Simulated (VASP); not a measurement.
Write the native input for VASP 6.6.1 that does the following.

```
Task                   : relaxation of cell and atoms
Functional             : PBE
Potentials or basis    : VASP PAW PBE potentials, release 64 (Li_sv, F_h)
Cutoff                 : 910 eV
k mesh                 : 12 × 12 × 12
Occupations            : fermi-dirac, width 0.02 eV
Spin                   : no spin polarisation
Dipole correction      : no
Further INCAR settings : ALGO = Normal; EDIFF = 1e-07; IBRION = 2; EDIFFG = -0.005; NSW = 80; ISIF = 3
```

The structure of LiF lies in POSCAR:

```
LiF
1.0
    2.0616023412      0.0000000000      0.0000000000
    0.0000000000      2.0616023412      0.0000000000
    0.0000000000      0.0000000000      2.0616023412
Li F
1 1
Direct
    0.0000000000      0.0000000000      0.0000000000
    0.5000000000      0.5000000000      0.5000000000
```

The input as run:

INCAR

```
SYSTEM = LiF
ALGO = Normal ; EDIFF = 1E-7
EDIFFG = -0.005 ; ENCUT = 910
GGA = PE ; GGA_COMPAT = .False.
IBRION = 2 ; ISIF = 3
ISMEAR = -1 ; LASPH = .True.
LCHARG = .False. ; LREAL = .False.
LWAVE = .False. ; NELM = 120
NELMIN = 4 ; NSW = 80
PREC = Accurate ; SIGMA = 0.02
```

KPOINTS

```
k-points
0
Gamma
  12 12 12
  0 0 0
```

Potentials or basis: VASP PAW PBE potentials, release 64 (Li_sv, F_h).

Command:

```bash
$ cat potpaw_PBE.64/Li_sv/POTCAR potpaw_PBE.64/F_h/POTCAR > POTCAR
$ mpirun -np 1 vasp_std > vasp.out
```

Results of the run:

The relaxed volume is 6.52 Å³/atom. The relaxed cell is a = 2.353 Å, b = 2.353 Å, c = 2.353 Å, α = 90.00°, β = 90.00°, γ = 90.00°, the space group after relaxing (to 0.1 Å) is Pm-3m (No. 221) and the energy gained by relaxing is 934.0 meV/atom. The ionic steps are 6. The pressure after relaxing is 0.0 GPa and the band gap on the k mesh is 9.93 eV (least direct gap 10.86 eV).

Caveat: the cutoff is under 1.25 times the usual one of these potentials, so pressure, stress and relaxed cells hold a basis-set (Pulay) error; the volume moved by over 15 % at a fixed basis, so the end points are rough.

It took 74 s on 1 thread of AMD EPYC 7R43 64-Core Processor (Zen 3) (shared host), peak memory 0.09 GiB.
